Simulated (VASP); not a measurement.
# CsBe in VASP: notebook

The runs below take CsBe through single point, relaxation of cell and atoms, with PBE.

Everything below comes from runs of VASP 6.6.1. Logs are shortened: lines on timing, memory, paths and dates and some standing lists are left out, and cuts for length are marked.

## Step 1: The cell of the first run

Symmetry: Pm-3m, No. 221, cubic system. The conventional cell has a = 4.394 Å, b = 4.394 Å, c = 4.394 Å, α = 90.00°, β = 90.00°, γ = 90.00°. Within 5.0 Å of Cs (site symmetry m-3m) lie 8 Be at 3.80 Å and 6 Cs at 4.39 Å. Within 5.0 Å of Be (site symmetry m-3m) lie 8 Cs at 3.80 Å and 6 Be at 4.39 Å.

## Step 2: Single point, PBE

INCAR reads:

```
PREC     = Accurate       # precision mode
ENCUT    = 520            # plane-wave cutoff, eV
EDIFF    = 1E-6           # SCF threshold, eV
ISMEAR   = 0              # smearing method
SIGMA    = 0.1            # smearing width, eV
LREAL    = False          # projectors in reciprocal space
LASPH    = True           # aspherical terms in the spheres
NELM     = 80             # most SCF steps
ALGO     = Normal         # electronic algorithm
ISIF     = 2              # what is computed and relaxed
LWAVE    = False          # write WAVECAR
LCHARG   = True           # write CHGCAR
GGA      = PE             # functional
LELF     = True           # ELF
LVHAR    = True         
NBANDS   = 12             # bands
```

KPOINTS reads:

```
regular mesh
0
Gamma
  12 12 12
```

POSCAR reads:

```
CsBe
1.0
    4.3935036129      0.0000000000      0.0000000000
    0.0000000000      4.3935036129      0.0000000000
    0.0000000000      0.0000000000      4.3935036129
Cs Be
1 1
Direct
    0.0000000000      0.0000000000      0.0000000000
    0.5000000000      0.5000000000      0.5000000000
```

Potentials or basis: VASP PAW PBE potentials, release 64 (Cs_sv, Be).

Started as:

```bash
cat potpaw_PBE.64/Cs_sv/POTCAR potpaw_PBE.64/Be/POTCAR > POTCAR
mpirun -np 1 vasp_std > vasp.out
```

OUTCAR:

```text
PREC = Accurate
   ENCUT = 520
   EDIFF = 1E-6
   ISMEAR = 0
   LREAL = False
   LASPH = True
   NELM = 80
   ISIF = 2
   GGA = PE

 ion  position               nearest neighbor table
   1  0.000  0.000  0.000-
   2  0.500  0.500  0.500-

  LATTYP: Found a simple cubic cell.
 ALAT       =     4.3935036129

  Lattice vectors:

 A1 = (   4.3935036129,   0.0000000000,   0.0000000000)
 A2 = (   0.0000000000,   4.3935036129,   0.0000000000)
 A3 = (   0.0000000000,   0.0000000000,   4.3935036129)

Analysis of symmetry for initial positions (statically):
=====================================================================
 Subroutine PRICEL returns:
 Original cell was already a primitive cell.

 Routine SETGRP: Setting up the symmetry group for a
 simple cubic supercell.

 Subroutine GETGRP returns: Found 48 space group operations
 (whereof 48 operations were pure point group operations)
 out of a pool of 48 trial point group operations.

The static configuration has the point symmetry O_h .

Analysis of symmetry for dynamics (positions and initial velocities):
=====================================================================
 Subroutine PRICEL returns:
 Original cell was already a primitive cell.

 Routine SETGRP: Setting up the symmetry group for a
 simple cubic supercell.

 Subroutine GETGRP returns: Found 48 space group operations
 (whereof 48 operations were pure point group operations)
 out of a pool of 48 trial point group operations.

The dynamic configuration has the point symmetry O_h .

 Subroutine INISYM returns: Found 48 space group operations
 (whereof 48 operations are pure point group operations),
 and found     1 'primitive' translations

----------------------------------------------------------------------------------------

                                     Primitive cell

  volume of cell :      84.8072

  direct lattice vectors                    reciprocal lattice vectors
     4.393503613  0.000000000  0.000000000     0.227608781  0.000000000  0.000000000
     0.000000000  4.393503613  0.000000000     0.000000000  0.227608781  0.000000000
     0.000000000  0.000000000  4.393503613     0.000000000  0.000000000  0.227608781

  length of vectors
     4.393503613  4.393503613  4.393503613     0.227608781  0.227608781  0.227608781

  position of ions in fractional coordinates (direct lattice)
     0.000000000  0.000000000  0.000000000
     0.500000000  0.500000000  0.500000000

  ion indices of the primitive-cell ions
   primitive index   ion index
                 1           1
                 2           2

----------------------------------------------------------------------------------------

 KPOINTS: regular mesh

Automatic generation of k-mesh.
 Grid dimensions read from file:
 generate k-points for:   12   12   12

 Generating k-lattice:

  Cartesian coordinates                     Fractional coordinates (reciprocal lattice)
     0.018967398  0.000000000  0.000000000     0.083333333  0.000000000  0.000000000
     0.000000000  0.018967398  0.000000000     0.000000000  0.083333333  0.000000000
     0.000000000  0.000000000  0.018967398     0.000000000  0.000000000  0.083333333

  Length of vectors
     0.018967398  0.018967398  0.018967398

  Shift w.r.t. Gamma in fractional coordinates (k-lattice)
     0.000000000  0.000000000  0.000000000

 Subroutine IBZKPT returns following result:
 ===========================================

 Found     84 irreducible k-points:

 Following reciprocal coordinates:
            Coordinates               Weight
  0.000000  0.000000  0.000000      1.000000
  0.083333  0.000000  0.000000      6.000000
  0.166667  0.000000  0.000000      6.000000
  0.250000  0.000000  0.000000      6.000000
  0.333333  0.000000  0.000000      6.000000
  0.416667  0.000000  0.000000      6.000000
[... 16 lines left out ...]
  0.333333  0.333333  0.000000     12.000000
  0.416667  0.333333  0.000000     24.000000
 [... further k-points ...]
   k-points           NKPTS =     84   k-points in BZ     NKDIM =     84   number of bands    NBANDS=     12
   number of dos      NEDOS =    301   number of ions     NIONS =      2
   total plane-waves  NPLWV =  46656
   dimension x,y,z NGX =    36 NGY =   36 NGZ =   36
   dimension x,y,z NGXF=    72 NGYF=   72 NGZF=   72
   ions per type =               1   1
   NGX,Y,Z   is equivalent  to a cutoff of  13.62, 13.62, 13.62 a.u.
   NGXF,Y,Z  is equivalent  to a cutoff of  27.24, 27.24, 27.24 a.u.
 SYSTEM =  unknown system
   PREC   = accura    normal or accurate (medium, high low for compatibility)
   ISTART =      0    job   : 0-new  1-cont  2-samecut
   ICHARG =      2    charge: 1-file 2-atom 10-const
   ISPIN  =      1    spin polarized calculation?
   LNONCOLLINEAR =      F non collinear calculations
   LSORBIT =      F    spin-orbit coupling
   LASPH  =      T    aspherical Exc in radial PAW
   ENCUT  =  520.0 eV  38.22 Ry    6.18 a.u.   8.17  8.17  8.17*2*pi/ulx,y,z
[... 61 lines left out ...]
      3      -7.8709      2.00000
      4      -7.8709      2.00000
      5      -2.3967      2.00000
      6       3.3985      0.00000
      7       3.3985      0.00000
      8       3.7875      0.00000
      9       3.7875      0.00000
     10       3.7875      0.00000
     11       6.9371      0.00000
     12       7.5975      0.00000

 k-point     2 :       0.0833    0.0000    0.0000
  band No.  band energies     occupation
      1     -21.2420      2.00000
      2      -7.9165      2.00000
      3      -7.8667      2.00000
      4      -7.8667      2.00000
      5      -2.3238      2.00000
      6       3.0605      0.00000
      7       3.4391      0.00000
      8       3.7414      0.00000
      9       3.7414      0.00000
     10       4.0801      0.00000
     11       7.0933      0.00000
     12       7.6190      0.00000

 k-point     3 :       0.1667    0.0000    0.0000
  band No.  band energies     occupation
      1     -21.2353      2.00000
      2      -8.0369      2.00000
      3      -7.8551      2.00000
      4      -7.8551      2.00000
      5      -2.1181      2.00000
      6       2.4833      0.00000
      7       3.5576      0.00000
      8       3.6170      0.00000
      9       3.6170      0.00000
     10       4.6095      0.00000
     11       7.4529      0.00000
     12       7.6549      0.00000

 k-point     4 :       0.2500    0.0000    0.0000
  band No.  band energies     occupation
      1     -21.2262      2.00000
      2      -8.1919      2.00000
      3      -7.8393      2.00000
      4      -7.8393      2.00000
      5      -1.8103      2.00000
      6       1.8398      0.00000
      7       3.4512      0.00000
      8       3.4512      0.00000
      9       3.7421      0.00000
     10       5.3360      0.00000
     11       7.7865      0.00000
     12       7.8130      0.00000

 k-point     5 :       0.3333    0.0000    0.0000
  band No.  band energies     occupation
      1     -21.2171      2.00000
      2      -8.3377      2.00000
      3      -7.8232      2.00000
      4      -7.8232      2.00000
      5      -1.4381      2.00000
      6       1.2086      1.99882
      7       3.2906      0.00000
      8       3.2906      0.00000
      9       3.9650      0.00000
     10       6.2392      0.00000
     11       7.7621      0.00000
     12       7.9261      0.00000
[... 228 lines left out ...]
      1     -21.1929      2.00000
      2      -8.3782      2.00000
      3      -8.0966      2.00000
      4      -7.7845      2.00000
      5      -1.0650      2.00000
      6       1.1991      1.99927
      7       2.4430      0.00000
      8       3.5098      0.00000
      9       4.5169      0.00000
     10       6.4521      0.00000
     11       6.7936      0.00000
     12       7.2158      0.00000

 k-point    22 :       0.5000    0.2500    0.0000
  band No.  band energies     occupation
      1     -21.1905      2.00000
      2      -8.4126      2.00000
      3      -8.0901      2.00000
      4      -7.7806      2.00000
      5      -1.0008      2.00000
      6       1.0995      2.00000
      7       2.4590      0.00000
      8       3.5044      0.00000
      9       4.4809      0.00000
     10       6.5554      0.00000
     11       6.9659      0.00000
     12       7.0626      0.00000

 k-point    23 :       0.3333    0.3333    0.0000
  band No.  band energies     occupation
      1     -21.1906      2.00000
      2      -8.2675      2.00000
      3      -8.2348      2.00000
      4      -7.7813      2.00000
      5      -1.1459      2.00000
      6       1.5275      0.20516
      7       2.2421      0.00000
      8       3.6387      0.00000
      9       4.5072      0.00000
     10       6.1295      0.00000
     11       6.5842      0.00000
     12       7.1997      0.00000

 k-point    24 :       0.4167    0.3333    0.0000
  band No.  band energies     occupation
      1     -21.1841      2.00000
      2      -8.3468      2.00000
      3      -8.2287      2.00000
      4      -7.7710      2.00000
      5      -1.0972      2.00000
      6       1.5244      0.22161
      7       2.2298      0.00000
      8       3.7285      0.00000
      9       4.3201      0.00000
     10       6.0759      0.00000
     11       6.6447      0.00000
     12       6.7234      0.00000

 [... further k-points ...]
[... 5 lines left out ...]
  --------------------------------------------------------------------------------------
  -------------------------------------------------------------------------------------
  Total        0.0069489      0.0069489      0.0069489      0.0000000      0.0000000     -0.0000000
  in kB        0.1312789      0.1312789      0.1312789      0.0000000      0.0000000     -0.0000000
  external PRESSURE =       0.1312789 kB  Pullay stress =       0.0000000 kB

 VOLUME and BASIS-vectors are now :
 -----------------------------------------------------------------------------
  energy-cutoff  :      520.00
  volume of cell :       84.81
      direct lattice vectors                 reciprocal lattice vectors
     4.393503613  0.000000000  0.000000000     0.227608781  0.000000000  0.000000000
     0.000000000  4.393503613  0.000000000     0.000000000  0.227608781  0.000000000
     0.000000000  0.000000000  4.393503613     0.000000000  0.000000000  0.227608781

 POSITION                                       TOTAL-FORCE (eV/Angst)
 -----------------------------------------------------------------------------------
      0.00000      0.00000      0.00000         0.000000      0.000000      0.000000
      2.19675      2.19675      2.19675         0.000000      0.000000      0.000000
 -----------------------------------------------------------------------------------
    total drift:                               -0.000000      0.000000     -0.000000

  FREE ENERGIE OF THE ION-ELECTRON SYSTEM (eV)
  ---------------------------------------------------
  free  energy   TOTEN  =        -2.0874304279 eV

  energy  without entropy=       -2.0715577961  energy(sigma->0) =       -2.07949411
```

Wall time 59 s (1 thread of Oxide Virtual Turin-like, shared host); peak memory 0.22 GiB.

What came out:

| Item | Value |
| --- | --- |
| Free energy | -2.0874 eV |
| Pressure | 0.0 GPa |

Levels at points of the mesh, in eV from the Fermi level:
```
           k point  band 3  band 4  band 5  band 6  band 7  band 8
(0.00, 0.00, 0.00)   -9.31   -9.31   -3.83    1.96    1.96    2.35
(0.50, 0.00, 0.00)   -9.25   -9.25   -2.30   -1.02    1.70    1.70
(0.50, 0.50, 0.00)   -9.78   -9.19   -2.61    0.65    0.65    2.22
(0.50, 0.50, 0.50)   -9.68   -9.68   -1.42   -0.48   -0.48   -0.48
```

Caveat: spin-orbit coupling is left out, which moves the levels of the heavy elements.

## Step 3: Single point, PBE

INCAR reads:

```
PREC     = Accurate       # precision mode
ENCUT    = 520            # plane-wave cutoff, eV
EDIFF    = 1E-6           # SCF threshold, eV
ISMEAR   = 0              # smearing method
SIGMA    = 0.1            # smearing width, eV
LREAL    = F              # projectors in reciprocal space
LASPH    = T              # aspherical terms in the spheres
NELM     = 80             # most SCF steps
ALGO     = Fast           # electronic algorithm
ISIF     = 2              # what is computed and relaxed
LWAVE    = F              # write WAVECAR
LCHARG   = F              # write CHGCAR
GGA      = PE             # functional
NBANDS   = 12             # bands
```

KPOINTS reads:

```
Automatic mesh
0
Gamma
  12 12 14
```

POSCAR reads:

```
CsBe
1.0
    4.4086356377      0.0000000000      0.0000000000
    0.0000000000      4.4086356377      0.0000000000
    0.0000000000      0.0000000000      4.3685241209
Cs Be
1 1
Direct
    0.5000000000      0.5000000000      0.5000000000
    0.0000000000      0.0000000000      0.0000000000
```

Potentials or basis: VASP PAW PBE potentials, release 64 (Cs_sv, Be).

Started as:

```bash
cat potpaw_PBE.64/Cs_sv/POTCAR potpaw_PBE.64/Be/POTCAR > POTCAR
mpirun -np 1 vasp_std > vasp.out
```

It took 3.6 min on 1 thread of Oxide Virtual Turin-like, shared host; peak memory 0.34 GiB.

Results (log left out):

```
Free energy : -2.0881 eV
Pressure    : 0.0 GPa
```

Levels at points of the mesh, in eV from the Fermi level:
```csv
k point,band 2,band 3,band 4,band 5,band 6,band 7,band 8,band 9
"(0.00, 0.00, 0.00)",-9.31,-9.31,-9.30,-3.83,1.95,1.97,2.33,2.33
"(0.50, 0.00, 0.00)",-9.91,-9.25,-9.24,-2.31,-1.02,1.66,1.75,2.81
"(0.50, 0.50, 0.00)",-9.78,-9.78,-9.19,-2.63,0.65,0.65,2.21,2.74
"(0.00, 0.00, 0.50)",-9.92,-9.25,-9.25,-2.28,-1.02,1.68,1.68,2.83
"(0.50, 0.00, 0.50)",-9.80,-9.77,-9.20,-2.60,0.63,0.67,2.23,2.68
"(0.50, 0.50, 0.50)",-9.70,-9.67,-9.67,-1.42,-0.47,-0.47,-0.47,6.04
```

Caveat: spin-orbit coupling is left out, which moves the levels of the heavy elements.

## Step 4: Relaxation of cell and atoms, PBE

This run uses another cell than the first one, of 42.93 Å³/atom, 1.012 times its volume.

INCAR reads:

```
PREC     = Accurate       # precision mode
ENCUT    = 600            # plane-wave cutoff, eV
EDIFF    = 1E-6           # SCF threshold, eV
ISMEAR   = 0              # smearing method
SIGMA    = 0.1            # smearing width, eV
LREAL    = F              # projectors in reciprocal space
LASPH    = T              # aspherical terms in the spheres
NELM     = 80             # most SCF steps
ALGO     = Normal         # electronic algorithm
ISIF     = 3              # what is computed and relaxed
LWAVE    = F              # write WAVECAR
LCHARG   = F              # write CHGCAR
GGA      = PE             # functional
IBRION   = 2              # ionic algorithm
NSW      = 100            # ionic steps
EDIFFG   = -0.01          # ionic threshold
```

KPOINTS reads:

```
Automatic mesh
0
Gamma
  12 12 12
```

POSCAR reads:

```
CsBe
1.0
    4.4115639317      0.0000000000      0.0000000000
    0.0000000000      4.4115639317      0.0000000000
    0.0000000000      0.0000000000      4.4115639317
Cs Be
1 1
Direct
    0.0000000000      0.0000000000      0.0000000000
    0.5000000000      0.5000000000      0.5000000000
```

Started as:

```bash
cat potpaw_PBE.64/Cs_sv/POTCAR potpaw_PBE.64/Be/POTCAR > POTCAR
mpirun -np 1 vasp_std > vasp.out
```

It took 1.9 min on 1 thread of Oxide Virtual Turin-like, shared host; peak memory 0.25 GiB.

It converged, with:

```yaml
Free_energy: -2.0874 eV
Relaxed_volume: 42.50 Å³/atom
Relaxed_cell: a = 4.397 Å, b = 4.397 Å, c = 4.397 Å, α = 90.00°, β = 90.00°, γ = 90.00°
Space_group_after_relaxing_to_0.05_Å: Pm-3m (No. 221)
Energy_gained_by_relaxing: 0.1 meV/atom
Ionic_steps: 3
Pressure_after_relaxing: 0.0 GPa
```

The path:
```csv
step,energy change (eV),largest force (eV/Å),pressure (GPa),volume (Å³)
1,0.0000,0.0000,-0.07,85.86
2,-0.0001,0.0000,-0.05,85.64
3,-0.0002,0.0000,0.00,84.99
```

Final structure:
```cif
data_structure
_symmetry_space_group_name_H-M 'P 1'
_symmetry_Int_Tables_number 1
_cell_length_a 4.3967
_cell_length_b 4.3967
_cell_length_c 4.3967
_cell_angle_alpha 90.000
_cell_angle_beta 90.000
_cell_angle_gamma 90.000
_cell_volume 84.99
loop_
_atom_site_label
_atom_site_type_symbol
_atom_site_fract_x
_atom_site_fract_y
_atom_site_fract_z
_atom_site_occupancy
Cs1 Cs 0.00000 0.00000 0.00000 1
Be1 Be 0.50000 0.50000 0.50000 1
```

Levels at points of the mesh, in eV from the Fermi level:
| k point | band 2 | band 3 | band 4 | band 5 | band 6 | band 7 | band 8 | band 9 |
| --- | --- | --- | --- | --- | --- | --- | --- | --- |
| (0.00, 0.00, 0.00) | -9.31 | -9.31 | -9.31 | -3.83 | 1.96 | 1.96 | 2.34 | 2.34 |
| (0.50, 0.00, 0.00) | -9.91 | -9.25 | -9.25 | -2.30 | -1.02 | 1.70 | 1.70 | 2.82 |
| (0.50, 0.50, 0.00) | -9.79 | -9.79 | -9.20 | -2.61 | 0.65 | 0.65 | 2.22 | 2.70 |
| (0.50, 0.50, 0.50) | -9.68 | -9.68 | -9.68 | -1.42 | -0.47 | -0.47 | -0.47 | 6.06 |

Caveat: spin-orbit coupling is left out, which moves the levels of the heavy elements.

## Step 5: The runs side by side

| task | cell | k mesh | cutoff (eV) | gap on the mesh (eV) | pressure (GPa) |
| --- | --- | --- | --- | --- | --- |
| single point | a = 4.394 Å, 2 atoms | 12 × 12 × 12 | 520 | none | 0.0 |
| single point | a = 4.409, b = 4.409, c = 4.369 Å, 2 atoms | 12 × 12 × 14 | 520 | none | 0.0 |
| relaxation of cell and atoms | relaxed from a = 4.412 Å, 2 atoms | 12 × 12 × 12 | 600 | none | 0.0 |

Alike in all rows: level PBE; potentials or basis VASP PAW PBE potentials, release 64 (Cs_sv, Be); no spin polarisation; smearing gaussian 0.1 eV.

Caveats: spin-orbit coupling is left out, which moves the levels of the heavy elements.

Absolute energies hang on the potentials; compare differences alone.
